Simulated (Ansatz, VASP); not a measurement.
## Two plane-wave programs on SnS2

```
Sn S
1.0
     3.58754    0.00000    0.00000
    -1.79377    3.10690    0.00000
     0.00000    0.00000    6.05464
Sn S
1 2
Cartesian
  0.0000 0.0000 0.0000
  0.0000 2.0713 1.4899
  1.7938 1.0356 4.5647
```

Change from the starting cell: epitaxial_xy strain -2.0%.

Alike in both runs: task single point; functional r2SCAN; k mesh 12 × 12 × 4; non-collinear spin, spin-orbit coupling.

```csv
,VASP,Ansatz
version,VASP 6.6.1,Ansatz 0.2.0
potentials or method,"VASP PAW PBE potentials, release 64 (Sn_d, S)","plane waves, PAW"
plane-wave cutoff (eV),550,500
occupations,"gaussian, width 0.01 eV",fixed
valence electrons in the cell,26,26
```

Ansatz gave:

| Property | Result |
| --- | --- |
| pressure (GPa) | 3.2 |
| traceless stress, the component that is largest in VASP (GPa) | -2.39 |
| rms of the force components (eV/Å) | 0.021 |

Question: What did VASP give for the same quantities?

Answer: Pressure (GPa): 3.2; traceless stress, the component that is largest in VASP (GPa): -2.41; rms of the force components (eV/Å): 0.021.

VASP's potentials were made for PBE, not for r2SCAN. Atom by atom the forces differ by 0.000 eV/Å (rms over components).
